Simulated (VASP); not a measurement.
AlSn:

```
Sn Al
1.0
     4.14137    0.00000    0.00000
    -2.07068    3.58653    0.00000
     0.00000    0.00000    3.26215
Sn Al
1 1
Direct
  0.33333 0.66667 0.50000
  0.00000 0.00000 0.00000
```

Base run:

- Program: VASP 6.6.1
- Functional: PBE
- Potentials or basis: VASP PAW PBE potentials, release 64 (Sn_d, Al)
- Cutoff: 520 eV
- k mesh: 7 × 7 × 8
- Occupations: fermi-dirac, width 0.05 eV
- Spin: no spin polarisation

Its results: pressure 2.5 GPa.

The run is repeated on the same cell with these changes: functional from PBE to r2SCAN. What comes out?

Pressure 1.1 GPa.

Caveats: the PAW data sets were made with another functional, which shifts forces and pressure a little (some runs).
